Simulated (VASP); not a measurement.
# LiF (Fm-3m) in VASP: a series of runs, part 2 of 3

VASP 6.6.1. Earlier steps stand in the parts before.

**4. Elastic constants, LDA**

This run uses another cell than the first one, of 6.27 Å³/atom, 0.840 times its volume.

INCAR reads:

```
SYSTEM = LiF
PREC = Accurate
ENCUT = 600
EDIFF = 1E-8
ISMEAR = 0
SIGMA = 0.01
LREAL = .FALSE.
LASPH = .TRUE.
NELM = 100
ALGO = Normal
ISIF = 3
LWAVE = .FALSE.
LCHARG = .FALSE.
NBANDS = 12
IBRION = 6
NFREE = 2
POTIM = 0.015
NSW = 1
```

KPOINTS reads:

```
Automatic mesh
0
G
  10 10 10
  0 0 0
```

POSCAR reads:

```
LiF
1.0
    0.0000000000      1.8440576656      1.8440576656
    1.8440576656      0.0000000000      1.8440576656
    1.8440576656      1.8440576656      0.0000000000
Li F
1 1
Direct
    0.0000000000      0.0000000000      0.0000000000
    0.5000000000      0.5000000000      0.5000000000
```

Potentials or basis: VASP PAW LDA potentials, release 64 (Li_sv, F).

Started as:

```
cat potpaw_LDA.64/Li_sv/POTCAR potpaw_LDA.64/F/POTCAR > POTCAR
mpirun -np 1 vasp_std > vasp.out
```

OUTCAR:

```text
SYSTEM = LiF
   PREC = Accurate
   ENCUT = 600
   EDIFF = 1E-8
   ISMEAR = 0
   LREAL = .FALSE.
   LASPH = .TRUE.
   NELM = 100
   ISIF = 3
   IBRION = 6
   NFREE = 2
   POTIM = 0.015
   NSW = 1

 ion  position               nearest neighbor table
   1  0.000  0.000  0.000-   2 1.84   2 1.84   2 1.84   2 1.84   2 1.84   2 1.84
   2  0.500  0.500  0.500-   1 1.84   1 1.84   1 1.84   1 1.84   1 1.84   1 1.84

  LATTYP: Found a face centered cubic cell.
 ALAT       =     3.6881153312

  Lattice vectors:

 A1 = (   0.0000000000,   1.8440576656,   1.8440576656)
 A2 = (   1.8440576656,   0.0000000000,   1.8440576656)
 A3 = (   1.8440576656,   1.8440576656,   0.0000000000)

Analysis of symmetry for initial positions (statically):
=====================================================================
 Subroutine PRICEL returns:
 Original cell was already a primitive cell.

 Routine SETGRP: Setting up the symmetry group for a
 face centered cubic supercell.

 Subroutine GETGRP returns: Found 48 space group operations
 (whereof 48 operations were pure point group operations)
 out of a pool of 48 trial point group operations.

The static configuration has the point symmetry O_h .

Analysis of symmetry for dynamics (positions and initial velocities):
=====================================================================
 Subroutine PRICEL returns:
[... 727 lines left out ...]
  in kB      214.0100574    213.0566819    213.0566819      0.0000000      0.0000000     -0.0000000
  external PRESSURE =     213.3744738 kB  Pullay stress =       0.0000000 kB
[... 17 lines left out ...]
  FREE ENERGIE OF THE ION-ELECTRON SYSTEM (eV)
  ---------------------------------------------------
  free  energy   TOTEN  =       -10.3563218314 eV

  energy  without entropy=      -10.3563218314  energy(sigma->0) =      -10.35632183

 INTERNAL STRAIN TENSORS FROM STRAINED CELLS
 ============================================

 INTERNAL STRAIN TENSOR FOR ION    1 for displacements in x,y,z  (eV/Angst):
          X           Y           Z          XY          YZ          ZX
  --------------------------------------------------------------------------------
  x     0.00000    -0.00000    -0.00000     0.00000    -0.00000     0.00000
  y    -0.00000    -0.00000    -0.00000    -0.00000     0.00000     0.00000
  z    -0.00000     0.00000     0.00000     0.00000     0.00000     0.00000

 INTERNAL STRAIN TENSORS FROM DISPLACED ATOMS
 ============================================

 INTERNAL STRAIN TENSOR FOR ION    1 for displacements in x,y,z  (eV/Angst):
          X           Y           Z          XY          YZ          ZX
  --------------------------------------------------------------------------------
  x     0.00000     0.00000     0.00000     0.00000     0.00000     0.00000
  y     0.00000     0.00000     0.00000     0.00000     0.00000     0.00000
  z     0.00000     0.00000     0.00000     0.00000     0.00000     0.00000

 INTERNAL STRAIN TENSOR FOR ION    2 for displacements in x,y,z  (eV/Angst):
          X           Y           Z          XY          YZ          ZX
  --------------------------------------------------------------------------------
  x     0.00000     0.00000     0.00000     0.00000     0.00000     0.00000
  y     0.00000     0.00000     0.00000     0.00000     0.00000     0.00000
  z     0.00000     0.00000     0.00000     0.00000     0.00000     0.00000

 Eigenvectors and eigenvalues of the dynamical matrix
 ----------------------------------------------------

   1 f  =   15.057289 THz    94.607734 2PiTHz  502.257083 cm-1    62.271914 meV
             X         Y         Z           dx          dy          dz
      0.000000  0.000000  0.000000     0.000000    0.854503    0.000000
      1.844058  1.844058  1.844058     0.000000   -0.519447    0.000000
[... 21 lines left out ...]
   6 f/i=    0.004966 THz     0.031203 2PiTHz    0.165651 cm-1     0.020538 meV
             X         Y         Z           dx          dy          dz
      0.000000  0.000000  0.000000     0.000000    0.000000   -0.519447
      1.844058  1.844058  1.844058     0.000000    0.000000   -0.854503

--------------------------------------------------------------------------------------------------------

 ELASTIC MODULI CONTR FROM IONIC RELAXATION (kBar)
 Direction    XX          YY          ZZ          XY          YZ          ZX
 --------------------------------------------------------------------------------
 XX           0.0000      0.0000      0.0000      0.0000      0.0000      0.0000
 YY           0.0000      0.0000      0.0000      0.0000      0.0000      0.0000
 ZZ           0.0000      0.0000      0.0000      0.0000      0.0000      0.0000
 XY           0.0000      0.0000      0.0000      0.0000      0.0000      0.0000
 YZ           0.0000      0.0000      0.0000      0.0000      0.0000      0.0000
 ZX           0.0000      0.0000      0.0000      0.0000      0.0000      0.0000
 --------------------------------------------------------------------------------

 TOTAL ELASTIC MODULI (kBar)
 Direction    XX          YY          ZZ          XY          YZ          ZX
 --------------------------------------------------------------------------------
 XX        3193.0024    619.0969    619.0969      0.0000     -0.0000     -0.0000
 YY         619.0969   3193.0024    619.0969      0.0000      0.0000     -0.0000
 ZZ         619.0969    619.0969   3193.0024      0.0000      0.0000      0.0000
 XY           0.0000      0.0000      0.0000    869.8879     -0.0000      0.0000
 YZ          -0.0000      0.0000      0.0000     -0.0000    869.8879      0.0000
 ZX          -0.0000     -0.0000      0.0000      0.0000      0.0000    869.8879
 --------------------------------------------------------------------------------
```

OSZICAR:

```text
N       E                     dE             d eps       ncg     rms          rms(c)
DAV:   1     0.352237033889E+02    0.35224E+02   -0.60947E+03  1176   0.953E+02
DAV:   2    -0.978068293468E+01   -0.45004E+02   -0.44108E+02  1364   0.213E+02
DAV:   3    -0.108636590975E+02   -0.10830E+01   -0.10801E+01  1436   0.290E+01
DAV:   4    -0.108718367466E+02   -0.81776E-02   -0.81770E-02  1300   0.267E+00
[... 165 lines left out ...]
DAV:   4    -0.103563213620E+02    0.37648E-04   -0.16519E-04  2968   0.128E-01    0.123E-02
DAV:   5    -0.103563221462E+02   -0.78414E-06   -0.14275E-05  2780   0.308E-02    0.754E-03
DAV:   6    -0.103563218626E+02    0.28353E-06   -0.58614E-07  2992   0.838E-03    0.125E-03
DAV:   7    -0.103563218319E+02    0.30736E-07   -0.15135E-07  2900   0.359E-03    0.361E-04
DAV:   8    -0.103563218314E+02    0.46339E-09   -0.58613E-09  1616   0.719E-04
  17 F= -.10356322E+02 E0= -.10356322E+02  d E =-.283910E-84
```

Run time: 2.2 min. Hardware: 1 thread of Intel Xeon 6975P-C (Granite Rapids), shared host; peak memory 0.19 GiB.

Results:

| Property | Result |
| --- | --- |
| Elastic constants C11, C12, C44 | 319, 62, 87 GPa |
| Voigt bulk modulus | 148 GPa |
| Highest phonon frequency at Γ, LO-TO splitting left out | 502 cm⁻¹ |

Phonon frequencies in cm⁻¹ (negative: imaginary):
```
              q point        frequencies
(0.000, 0.000, 0.000)  0 0 0 502 502 502
```

Elastic tensor in Voigt notation (GPa, in the Cartesian axes of the cell as first typed):
```
319  62  62   0   0   0
 62 319  62   0   0   0
 62  62 319   0   0   0
  0   0   0  87   0   0
  0   0   0   0  87   0
  0   0   0   0   0  87
```

Clamped-ion elastic tensor (GPa):
```
319  62  62   0   0   0
 62 319  62   0   0   0
 62  62 319   0   0   0
  0   0   0  87   0   0
  0   0   0   0  87   0
  0   0   0   0   0  87
```

Caveat: the cell is under stress, which shifts elastic constants; the cutoff is under 1.25 times the usual one of these potentials, so pressure, stress and relaxed cells hold a basis-set (Pulay) error.

**5. Elastic constants, LDA**

This run uses another cell than the first one, of 6.74 Å³/atom, 0.903 times its volume.

INCAR reads:

```
  PREC = Accurate
  ENCUT = 600
  EDIFF = 1E-8
  ISMEAR = 0
  SIGMA = 0.01
  LREAL = False
  LASPH = True
  NELM = 100
  ALGO = Normal
  ISIF = 3
  LWAVE = False
  LCHARG = False
  GGA = CA
  IBRION = 6
  NFREE = 2
  POTIM = 0.015
  NSW = 1
```

KPOINTS reads:

```
regular mesh
0
Gamma
  10 10 10
```

POSCAR reads:

```
LiF
1.0
    0.0000000000      1.8891793723      1.8891793723
    1.8891793723      0.0000000000      1.8891793723
    1.8891793723      1.8891793723      0.0000000000
Li F
1 1
Direct
    0.0000000000      0.0000000000      0.0000000000
    0.5000000000      0.5000000000      0.5000000000
```

Potentials or basis: VASP PAW LDA potentials, release 64 (Li_sv, F).

Started as:

```
cat potpaw_LDA.64/Li_sv/POTCAR potpaw_LDA.64/F/POTCAR > POTCAR
mpirun -np 1 vasp_std > vasp.out
```

OUTCAR:

```text
PREC = Accurate
   ENCUT = 600
   EDIFF = 1E-8
   ISMEAR = 0
   LREAL = False
   LASPH = True
   NELM = 100
   ISIF = 3
   GGA = CA
   IBRION = 6
   NFREE = 2
   POTIM = 0.015
   NSW = 1

 ion  position               nearest neighbor table
   1  0.000  0.000  0.000-   2 1.89   2 1.89   2 1.89   2 1.89   2 1.89   2 1.89
   2  0.500  0.500  0.500-   1 1.89   1 1.89   1 1.89   1 1.89   1 1.89   1 1.89

  LATTYP: Found a face centered cubic cell.
 ALAT       =     3.7783587446

  Lattice vectors:

 A1 = (   0.0000000000,   1.8891793723,   1.8891793723)
 A2 = (   1.8891793723,   0.0000000000,   1.8891793723)
 A3 = (   1.8891793723,   1.8891793723,   0.0000000000)

Analysis of symmetry for initial positions (statically):
=====================================================================
 Subroutine PRICEL returns:
 Original cell was already a primitive cell.

 Routine SETGRP: Setting up the symmetry group for a
 face centered cubic supercell.

 Subroutine GETGRP returns: Found 48 space group operations
 (whereof 48 operations were pure point group operations)
 out of a pool of 48 trial point group operations.

The static configuration has the point symmetry O_h .

Analysis of symmetry for dynamics (positions and initial velocities):
=====================================================================
 Subroutine PRICEL returns:
 Original cell was already a primitive cell.
[... 656 lines left out ...]
  in kB      104.3174262    103.5966719    103.5966719      0.0000000     -0.0000000      0.0000000
  external PRESSURE =     103.8369233 kB  Pullay stress =       0.0000000 kB
[... 17 lines left out ...]
  FREE ENERGIE OF THE ION-ELECTRON SYSTEM (eV)
  ---------------------------------------------------
  free  energy   TOTEN  =       -10.4538202197 eV

  energy  without entropy=      -10.4538202197  energy(sigma->0) =      -10.45382022

 INTERNAL STRAIN TENSORS FROM STRAINED CELLS
 ============================================

 INTERNAL STRAIN TENSOR FOR ION    1 for displacements in x,y,z  (eV/Angst):
          X           Y           Z          XY          YZ          ZX
  --------------------------------------------------------------------------------
  x     0.00000    -0.00000    -0.00000    -0.00000     0.00000     0.00000
  y     0.00000    -0.00000    -0.00000     0.00000    -0.00000    -0.00000
  z     0.00000     0.00000    -0.00000     0.00000     0.00000     0.00000

 INTERNAL STRAIN TENSORS FROM DISPLACED ATOMS
 ============================================

 INTERNAL STRAIN TENSOR FOR ION    1 for displacements in x,y,z  (eV/Angst):
          X           Y           Z          XY          YZ          ZX
  --------------------------------------------------------------------------------
  x     0.00000     0.00000     0.00000     0.00000     0.00000     0.00000
  y     0.00000     0.00000     0.00000     0.00000     0.00000     0.00000
  z     0.00000     0.00000     0.00000     0.00000     0.00000     0.00000

 INTERNAL STRAIN TENSOR FOR ION    2 for displacements in x,y,z  (eV/Angst):
          X           Y           Z          XY          YZ          ZX
  --------------------------------------------------------------------------------
  x     0.00000     0.00000     0.00000     0.00000     0.00000     0.00000
  y     0.00000     0.00000     0.00000     0.00000     0.00000     0.00000
  z     0.00000     0.00000     0.00000     0.00000     0.00000     0.00000

 Eigenvectors and eigenvalues of the dynamical matrix
 ----------------------------------------------------

   1 f  =   12.998568 THz    81.672411 2PiTHz  433.585555 cm-1    53.757733 meV
             X         Y         Z           dx          dy          dz
      0.000000  0.000000  0.000000     0.855008   -0.000000    0.000000
      1.889179  1.889179  1.889179    -0.518615    0.000000    0.000000
[... 21 lines left out ...]
   6 f/i=    0.008369 THz     0.052582 2PiTHz    0.279149 cm-1     0.034610 meV
             X         Y         Z           dx          dy          dz
      0.000000  0.000000  0.000000    -0.400981    0.328901    0.000000
      1.889179  1.889179  1.889179    -0.661072    0.542238    0.000000

--------------------------------------------------------------------------------------------------------

 ELASTIC MODULI CONTR FROM IONIC RELAXATION (kBar)
 Direction    XX          YY          ZZ          XY          YZ          ZX
 --------------------------------------------------------------------------------
 XX           0.0000      0.0000      0.0000      0.0000      0.0000      0.0000
 YY           0.0000      0.0000      0.0000      0.0000      0.0000      0.0000
 ZZ           0.0000      0.0000      0.0000      0.0000      0.0000      0.0000
 XY           0.0000      0.0000      0.0000      0.0000      0.0000      0.0000
 YZ           0.0000      0.0000      0.0000      0.0000      0.0000      0.0000
 ZX           0.0000      0.0000      0.0000      0.0000      0.0000      0.0000
 --------------------------------------------------------------------------------

 TOTAL ELASTIC MODULI (kBar)
 Direction    XX          YY          ZZ          XY          YZ          ZX
 --------------------------------------------------------------------------------
 XX        2400.8945    557.3535    557.3535      0.0000      0.0000      0.0000
 YY         557.3535   2400.8945    557.3535      0.0000      0.0000     -0.0000
 ZZ         557.3535    557.3535   2400.8945      0.0000      0.0000     -0.0000
 XY           0.0000      0.0000      0.0000    779.3972      0.0000      0.0000
 YZ           0.0000      0.0000      0.0000      0.0000    779.3972      0.0000
 ZX           0.0000     -0.0000     -0.0000      0.0000      0.0000    779.3972
 --------------------------------------------------------------------------------
```

OSZICAR:

```text
N       E                     dE             d eps       ncg     rms          rms(c)
DAV:   1     0.297524030967E+02    0.29752E+02   -0.64255E+03   886   0.126E+03
DAV:   2    -0.101247833464E+02   -0.39877E+02   -0.39597E+02   919   0.220E+02
DAV:   3    -0.109477256443E+02   -0.82294E+00   -0.82134E+00  1155   0.294E+01
[... 165 lines left out ...]
DAV:   3    -0.104538830832E+02    0.29852E-03   -0.54280E-04  2362   0.282E-01    0.440E-02
DAV:   4    -0.104538189143E+02    0.64169E-04   -0.23253E-04  2193   0.197E-01    0.120E-02
DAV:   5    -0.104538206517E+02   -0.17374E-05   -0.22079E-05  2008   0.495E-02    0.806E-03
DAV:   6    -0.104538202431E+02    0.40856E-06   -0.92570E-07  2494   0.136E-02    0.124E-03
DAV:   7    -0.104538202210E+02    0.22106E-07   -0.22911E-07  1991   0.519E-03    0.481E-04
DAV:   8    -0.104538202197E+02    0.13486E-08   -0.56137E-09  1196   0.939E-04
  17 F= -.10453820E+02 E0= -.10453820E+02  d E =-.246242-139
```

Run time: 84 s. Hardware: 1 thread of Intel Xeon 6975P-C (Granite Rapids), shared host; peak memory 0.2 GiB.

What came out:

```yaml
Elastic_constants_C11_C12_C44: 240, 56, 78 GPa
Voigt_bulk_modulus: 117 GPa
Highest_phonon_frequency_at_Γ_LO-TO_splitting_left_out: 434 cm⁻¹
```

Phonon frequencies in cm⁻¹ (negative: imaginary):
| q point | frequencies |
| --- | --- |
| (0.000, 0.000, 0.000) | 0 0 0 434 434 434 |

Elastic tensor in Voigt notation (GPa, in the Cartesian axes of the cell as first typed):
```
240  56  56   0   0   0
 56 240  56   0   0   0
 56  56 240   0   0   0
  0   0   0  78   0   0
  0   0   0   0  78   0
  0   0   0   0   0  78
```

Clamped-ion elastic tensor (GPa):
```
240  56  56   0   0   0
 56 240  56   0   0   0
 56  56 240   0   0   0
  0   0   0  78   0   0
  0   0   0   0  78   0
  0   0   0   0   0  78
```

Caveat: the cell is under stress, which shifts elastic constants; the cutoff is under 1.25 times the usual one of these potentials, so pressure, stress and relaxed cells hold a basis-set (Pulay) error.

(Part 2 of 3 ends here.)
